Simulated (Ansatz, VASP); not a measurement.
**One calculation of GdO, two programs**

The input POSCAR:

```
GdO
1.0
    0.0000000000      2.7178813158      2.7178813158
    2.7178813158      0.0000000000      2.7178813158
    2.7178813158      2.7178813158      0.0000000000
Gd O
1 1
Direct
    0.0000000000      0.0000000000      0.0000000000
    0.2500000000      0.2500000000      0.2500000000
```

File INCAR.step1:

```
ALGO = Normal
EDIFF = 1E-4
ENCUT = 520
GGA = PE
ISMEAR = -1
ISPIN = 2
LASPH = True
LCHARG = False
LMAXMIX = 6
LREAL = False
LWAVE = True
MAGMOM = 7 0
NBANDS = 23
NELM = 150
PREC = Accurate
SIGMA = 0.05
```

The input INCAR.step2:

```
ALGO = Normal
EDIFF = 1E-7
ENCUT = 520
ISIF = 2
ISMEAR = -1
ISPIN = 2
ISTART = 1
LASPH = True
LCHARG = False
LMAXMIX = 6
LMIXTAU = True
LORBIT = 11
LREAL = False
LWAVE = False
MAGMOM = 7 0
METAGGA = R2SCAN
NBANDS = 23
NELM = 150
PREC = Accurate
SIGMA = 0.05
```

KPOINTS

```
k-points
0
Gamma
  9 9 9
```

File input.yaml:

```yaml
crystal:
  lattice:
    - [0.0, 2.7178813158, 2.7178813158]
    - [2.7178813158, 0.0, 2.7178813158]
    - [2.7178813158, 2.7178813158, 0.0]
  atoms:
    - { symbol: Gd, position: [0.0, 0.0, 0.0], spin: 7.0 }
    - { symbol: O, position: [0.25, 0.25, 0.25] }
hamiltonian:
  xc: r2scan
  pseudopotentials: { kind: paw }
magnetization:
  spin_polarized: true
kpoints:
  mp_grid: { grid: [9, 9, 9] }
scf:
  occupations: { method: fermi_dirac, width: 0.05 }
output:
  forces: true
  stress: true
  eigenvalues: true
```

Alike in both runs: task single point; functional r2SCAN; k mesh 9 × 9 × 9; occupations fermi-dirac, width 0.05 eV; collinear spin.

```csv
,VASP,Ansatz
version,VASP 6.6.1,Ansatz 0.2.0
potentials or method,"VASP PAW PBE potentials, release 64 (Gd, O)",Ansatz PAW
plane-wave cutoff (eV),520,500
valence electrons in the cell,24,24
```

```tsv
	VASP	Ansatz	Ansatz less VASP
gap on the k mesh at the Fermi level (eV)	none	none	-
pressure (GPa)	-4.4	-4.2	+0.17
net moment per atom (μB)	3.97	3.97	+0.002
size of the moment on the site where the two differ most (μB)	6.98	7.03	+0.050
```

VASP's potentials were made for PBE, not for r2SCAN. Site moments also hang on the region over which each program counts them. A gap of «none» marks a metal or a gap that the smearing closes.

Neither program's run includes spin-orbit coupling. Noted on Ansatz's run: the magnetic or orbital state may not be the lowest.
